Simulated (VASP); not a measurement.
# GaN (R3m) in VASP: single point with HSE06

Aim: the single point of GaN with HSE06.

Everything below comes from runs of VASP 6.6.1. Logs are shortened: lines on timing, memory, paths and dates and some standing lists are left out, and cuts for length are marked.

## 1. The cell of the first run

Symmetry: R3m, No. 160, trigonal system. Conventional cell: a = 3.308 Å, b = 3.308 Å, c = 7.665 Å, α = 90.00°, β = 90.00°, γ = 120.00°. Ga (site symmetry 3m) has 4 N at 1.95 to 2.00 Å within 2.6 Å. N (site symmetry 3m) has 4 Ga at 1.95 to 2.00 Å within 2.6 Å.

## 2. Single point, HSE06 (epitaxial 111 strain +4.0%)

The input, POSCAR:

```
GaN
1.0
   -0.0841429794      2.2547676633      2.2547676633
    2.2547676633     -0.0841429794      2.2547676633
    2.2547676633      2.2547676633     -0.0841429794
Ga N
1 1
Direct
   -0.0022964890     -0.0022964890     -0.0022964890
    0.2522964890      0.2522964890      0.2522964890
```

The input, INCAR.step1:

```
SYSTEM = GaN
ALGO = Normal
EDIFF = 1E-5
ENCUT = 520
GGA = PE
ISIF = 2
ISMEAR = 0
LASPH = .TRUE.
LREAL = .FALSE.
LWAVE = .TRUE.
NBANDS = 16
NELM = 80
PREC = Accurate
SIGMA = 0.01
```

The input, INCAR.step2:

```
SYSTEM = GaN
ALGO = Normal
EDIFF = 1E-7
ENCUT = 520
GGA = PE
HFSCREEN = 0.2079
ISIF = 2
ISMEAR = 0
ISTART = 1
LASPH = .TRUE.
LCHARG = .TRUE.
LELF = .TRUE.
LHFCALC = .TRUE.
LREAL = .FALSE.
LVHAR = .TRUE.
LWAVE = .FALSE.
NBANDS = 16
NELM = 80
PREC = Accurate
PRECFOCK = Normal
SIGMA = 0.01
```

The input, KPOINTS:

```
k-points
0
G
  6 6 6
  0 0 0
```

Potentials or basis: VASP PAW PBE potentials, release 64 (Ga_d, N).

Started as:

```bash
> cat potpaw_PBE.64/Ga_d/POTCAR potpaw_PBE.64/N/POTCAR > POTCAR
> cp INCAR.step1 INCAR
> mpirun -np 1 vasp_std > vasp.out
> cp INCAR.step2 INCAR
> mpirun -np 1 vasp_std > vasp.out
```

OUTCAR:

```text
SYSTEM = GaN
   EDIFF = 1E-7
   ENCUT = 520
   GGA = PE
   HFSCREEN = 0.2079
   ISIF = 2
   ISMEAR = 0
   ISTART = 1
   LASPH = .TRUE.
   LHFCALC = .TRUE.
   LREAL = .FALSE.
   NELM = 80
   PREC = Accurate
   PRECFOCK = Normal

 ion  position               nearest neighbor table
   1  0.998  0.998  0.998-   2 1.95   2 2.00   2 2.00   2 2.00
   2  0.252  0.252  0.252-   1 1.95   1 2.00   1 2.00   1 2.00

  LATTYP: Found a trigonal (rhomboedric) cell.
 ALAT       =     3.1898329850
 COS(alpha) =     0.4623602495

  Lattice vectors:

 A1 = (  -0.0841429794,   2.2547676633,   2.2547676633)
 A2 = (   2.2547676633,  -0.0841429794,   2.2547676633)
 A3 = (   2.2547676633,   2.2547676633,  -0.0841429794)

Analysis of symmetry for initial positions (statically):
=====================================================================
 Subroutine PRICEL returns:
 Original cell was already a primitive cell.

 Routine SETGRP: Setting up the symmetry group for a
 trigonal (rhombohedral) supercell.

 Subroutine GETGRP returns: Found  6 space group operations
 (whereof  6 operations were pure point group operations)
 out of a pool of 12 trial point group operations.

The static configuration has the point symmetry C_3v.

Analysis of symmetry for dynamics (positions and initial velocities):
=====================================================================
 Subroutine PRICEL returns:
 Original cell was already a primitive cell.

 Routine SETGRP: Setting up the symmetry group for a
 trigonal (rhombohedral) supercell.

 Subroutine GETGRP returns: Found  6 space group operations
 (whereof  6 operations were pure point group operations)
 out of a pool of 12 trial point group operations.

The dynamic configuration has the point symmetry C_3v.

 Subroutine INISYM returns: Found  6 space group operations
 (whereof  6 operations are pure point group operations),
 and found     1 'primitive' translations

----------------------------------------------------------------------------------------

                                     Primitive cell

  volume of cell :      24.2091

  direct lattice vectors                    reciprocal lattice vectors
    -0.084142979  2.254767663  2.254767663    -0.209710090  0.217839377  0.217839377
     2.254767663 -0.084142979  2.254767663     0.217839377 -0.209710090  0.217839377
     2.254767663  2.254767663 -0.084142979     0.217839377  0.217839377 -0.209710090

  length of vectors
     3.189832985  3.189832985  3.189832985     0.372674537  0.372674537  0.372674537
[... 90 lines left out ...]
   TEBEG  =    0.0;   TEEND  =   0.0 temperature during run
   PSTRESS=    0.0 pullay stress
   NELECT =      18.0000    total number of electrons
   NUPDOWN=      -1.0000    fix difference up-down
   EMIN   =  10.00;   EMAX   =-10.00  energy-range for DOS
   EFERMI =   0.00;   METHOD = LEGACY
   ISMEAR =     0;   SIGMA  =   0.01  broadening in eV -4-tet -1-fermi 0-gaus
   EFERMI_NEDOS =   21; number of points for ismear=-14 and -15
   IALGO  =     38    algorithm
   IMIX   =      1    mixing-type and parameters
     AMIX     =   0.40;   BMIX     =  1.00
     AMIX_MAG =   1.60;   BMIX_MAG =  1.00
  volume/ion in A,a.u.               =      12.10        81.69
  Fermi-wavevector in a.u.,A,eV,Ry     =   1.483108  2.802667 29.927485  2.199608
  Thomas-Fermi vector in A             =   2.596810
   LORBIT       =      0    0 simple, 1 ext, 2 COOP (PROOUT), +10 PAW based schemes
   GGA     = PE    functional components
   LHFCALC =     T    Hartree Fock is set to
   PRECFOCK=normal    Normal, Fast or Accurate (Low or Medium for compatibility)
   ENCUT4O =  -1.0   cutoff for four orbital integrals eV
   NKREDX  =     1    reduce k-point grid by
   NKREDY  =     1    reduce k-point grid by
   NKREDZ  =     1    reduce k-point grid by
   AEXX    =    0.2500 exact exchange contribution
   HFSCREEN=    0.2079 screening length (either q_TF or 0.3 A-1)
   HFSCREENC=   0.2079 screening length for correlation (either q_TF or 0.3 A-1)
   ENCUTFOCK=  -1.0 apply spherical cutoff to Coloumb kernel
   IVDW    =     0    specifies the selected vdW correction
   LEPSILON=     F    determine dielectric tensor
   LRPA    =     F    only Hartree local field effects (RPA)
 non-spin polarized calculation
 Gauss-broadening in eV      SIGMA  =   0.01
  energy-cutoff  :      520.00
  volume of cell :       24.21
 maximum number of plane-waves:       662
  NGX = 18; NGY = 18; NGZ = 18

 number of electron      18.0000000 magnetization

 Free energy of the ion-electron system (eV)
  ---------------------------------------------------
  ext. energy  EPLUGINS =         0.00000000
  ---------------------------------------------------
  free energy    TOTEN  =       -14.64080233 eV

  energy without entropy =      -14.64080233  energy(sigma->0) =      -14.64080233

 E-fermi :   4.2308     XC(G=0):  -9.3351

 val. band max:        4.0720585947   @ k =   0.0000   0.0000   0.0000
 cond. band min:       6.3819876575   @ k =   0.0000   0.0000   0.0000
 fundamental gap:      2.3099290628
 Fermi energy:         4.2308186252

 k-point     1 :       0.0000    0.0000    0.0000
  band No.  band energies     occupation
      1     -13.0735      2.00000
      2     -11.7018      2.00000
      3     -11.7018      2.00000
      4     -11.6895      2.00000
      5     -11.4329      2.00000
      6     -11.4329      2.00000
[... 433 lines left out ...]
      3     -11.5400      2.00000
      4     -11.4516      2.00000
      5     -11.4020      2.00000
      6      -8.9952      2.00000
[... 8 lines left out ...]
     15      25.6654      0.00000
     16      27.7533      0.00000

 [... further k-points ...]

------------------------ aborting loop because EDIFF is reached ----------------------------------------

  FORCE on cell =-STRESS in cart. coord.  units (eV):
  Direction    XX          YY          ZZ          XY          YZ          ZX
  --------------------------------------------------------------------------------------
  -------------------------------------------------------------------------------------
  Total       -1.6088933     -1.6088933     -1.6088933      0.8073784      0.8073784      0.8073784
  in kB     -106.4777310   -106.4777310   -106.4777310     53.4328877     53.4328877     53.4328877
  external PRESSURE =    -106.4777310 kB  Pullay stress =       0.0000000 kB

 VOLUME and BASIS-vectors are now :
 -----------------------------------------------------------------------------
  energy-cutoff  :      520.00
  volume of cell :       24.21
      direct lattice vectors                 reciprocal lattice vectors
    -0.084142979  2.254767663  2.254767663    -0.209710090  0.217839377  0.217839377
     2.254767663 -0.084142979  2.254767663     0.217839377 -0.209710090  0.217839377
     2.254767663  2.254767663 -0.084142979     0.217839377  0.217839377 -0.209710090

 POSITION                                       TOTAL-FORCE (eV/Angst)
 -----------------------------------------------------------------------------------
      4.41523      4.41523      4.41523         0.007355      0.007355      0.007355
      1.11651      1.11651      1.11651        -0.007355     -0.007355     -0.007355
 -----------------------------------------------------------------------------------
    total drift:                                0.000189      0.000188      0.000194

  FREE ENERGIE OF THE ION-ELECTRON SYSTEM (eV)
  ---------------------------------------------------
  free  energy   TOTEN  =       -14.6408023284 eV

  energy  without entropy=      -14.6408023284  energy(sigma->0) =      -14.64080233
```

Wall time 73 min (1 thread of AMD EPYC 7R43 (Zen 3), shared host); peak memory 0.23 GiB.

Results:

```yaml
Free_energy: -14.6408 eV
Pressure: -10.6 GPa
Largest_force: 0.013 eV/Å
Band_gap_on_the_k_mesh: 2.31 eV
```

Forces on the atoms (eV/Å):
```
Ga   0.007  0.007  0.007
N   -0.007 -0.007 -0.007
```

Stress tensor (GPa, compression positive):
```
-10.65   5.34   5.34
  5.34 -10.65   5.34
  5.34   5.34 -10.65
```

Caveat: the cell differs from its parent crystal (epitaxial 111 strain +4.0%); the cell stands under tension; the PAW data sets were made with another functional, which shifts forces and pressure a little.
